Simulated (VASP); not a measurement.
A run of VASP 6.6.1 is set up as follows.

File INCAR:

```
SYSTEM = Sb
ALGO = Normal ; EDIFF = 1E-6
EDIFFG = -0.01 ; ENCUT = 600
GGA = PE ; IBRION = 2
ISIF = 3 ; ISMEAR = 0
LASPH = .TRUE. ; LCHARG = .FALSE.
LREAL = .FALSE. ; LWAVE = .FALSE.
NELM = 100 ; NSW = 100
PREC = Accurate ; SIGMA = 0.1
```

File KPOINTS:

```
k-points
0
G
  12 12 8
  0 0 0
```

The input POSCAR:

```
Sb
1.0
    4.2403507166      0.0000000000      0.0000000000
   -2.1201753583      3.6722514415      0.0000000000
    0.0000000000      0.0000000000      6.6199317267
Sb
3
Direct
    0.6666666667      0.3333333333      0.7165012481
    0.6666666667      0.3333333333      0.2834987519
    0.0000000000      0.0000000000      0.0000000000
```

Potentials or basis: VASP PAW PBE potentials, release 64 (Sb).

Launch:

```sh
$ cat potpaw_PBE.64/Sb/POTCAR > POTCAR
$ mpirun -np 1 vasp_std > vasp.out
```

Task: Estimate the relaxed cell.

Result: a = 4.181 Å, b = 4.181 Å, c = 6.741 Å, α = 90.00°, β = 90.00°, γ = 120.00°.

Task: Predict the space group after relaxing (to 0.05 Å).

Result: P-6m2 (No. 187).

Task: What does it give for the relaxed volume?

Result: 34.01 Å³/atom.

Forces on the atoms (eV/Å):
```
Sb   0.000  0.000  0.002
Sb   0.000  0.000 -0.002
Sb   0.000  0.000  0.000
```
